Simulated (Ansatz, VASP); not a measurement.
# Ti in VASP and in Ansatz

```xyz
2
Lattice="2.9500 0.0000 0.0000 -1.4750 2.5548 0.0000 0.0000 0.0000 4.7329" Properties=species:S:1:pos:R:3 pbc="T T T"
Ti    0.0000    1.7032    1.1832
Ti    1.4750    0.8516    3.5496
```

Change from the starting cell: zz strain of +1 %.

Alike in both runs: task single point; functional PBEsol; k mesh 13 × 13 × 7; occupations fermi-dirac, width 0.08 eV; no spin polarisation.

|  | VASP | Ansatz |
| --- | --- | --- |
| version | VASP 6.6.1 | Ansatz 0.2.0 |
| potentials or method | VASP PAW PBE potentials, release 64 (Ti_sv), cutoff 520 eV | all-electron LAPW, scalar-relativistic |

Ansatz gave:

| Item | Value |
| --- | --- |
| pressure (GPa) | -6.8 |
| traceless stress, the component that is largest in VASP (GPa) | -1.01 |

Q: Estimate VASP's values.

A: Pressure (GPa): -6.9; traceless stress, the component that is largest in VASP (GPa): -1.00.

VASP's potentials were made for PBE, not for PBEsol. Ansatz ran all-electron here, and VASP with PAW potentials.
